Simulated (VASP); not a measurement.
Wanted: the native input for a VASP 6.6.1 run.

- Task: relaxation of cell and atoms
- Functional: PBE
- Potentials or basis: VASP PAW PBE potentials, release 64 (Sn_d, Se)
- Cutoff: 600 eV
- k mesh: 6 × 6 × 4
- Occupations: gaussian, width 0.1 eV
- Spin: no spin polarisation
- Dipole correction: no
- Further INCAR settings: ALGO = Normal; EDIFF = 1e-07; IBRION = 2; EDIFFG = -0.05; NSW = 100; ISIF = 3

The structure of SnSe2 lies in POSCAR:

```
SnSe2
1.0
    3.8109987816      0.0000000000      0.0000000000
   -1.9054993908      3.3004217586      0.0000000000
    0.0000000000      0.0000000000      6.1370000000
Sn Se
1 2
Direct
    0.0000000000      0.0000000000      0.0000000000
    0.3333333333      0.6666666667      0.2500000000
    0.6666666667      0.3333333333      0.7500000000
```

These files were run (other wordings do the same):

INCAR

```
ALGO = Normal ; EDIFF = 1E-7
EDIFFG = -0.05 ; ENCUT = 600
GGA = PE ; IBRION = 2
ISIF = 3 ; ISMEAR = 0
LASPH = True ; LCHARG = False
LREAL = False ; LWAVE = False
NELM = 80 ; NSW = 100
PREC = Accurate ; SIGMA = 0.1
```

KPOINTS

```
k-points
0
Gamma
  6 6 4
```

Potentials or basis: VASP PAW PBE potentials, release 64 (Sn_d, Se).

Command:

```sh
$ cat potpaw_PBE.64/Sn_d/POTCAR potpaw_PBE.64/Se/POTCAR > POTCAR
$ mpirun -np 1 vasp_std > vasp.out
```

Results of the run:

- Relaxed volume: 29.55 Å³/atom
- Relaxed cell: a = 3.882 Å, b = 3.882 Å, c = 6.791 Å, α = 90.00°, β = 90.00°, γ = 120.00°
- Space group after relaxing (to 0.1 Å): P-3m1 (No. 164)
- Energy gained by relaxing: 38.2 meV/atom
- Ionic steps: 13
- Pressure after relaxing: 0.0 GPa
- Band gap on the k mesh: 0.70 eV (least direct gap 1.10 eV)

Caveat: spin-orbit coupling is left out, which moves the levels of the heavy elements; this functional lacks dispersion, which binds the layers, so the pressure and a relaxed spacing across them are unreliable.

It took 5.5 min on 1 thread of Intel(R) Xeon(R) Platinum 8488C (Sapphire Rapids), on a shared host, peak memory 0.23 GiB.
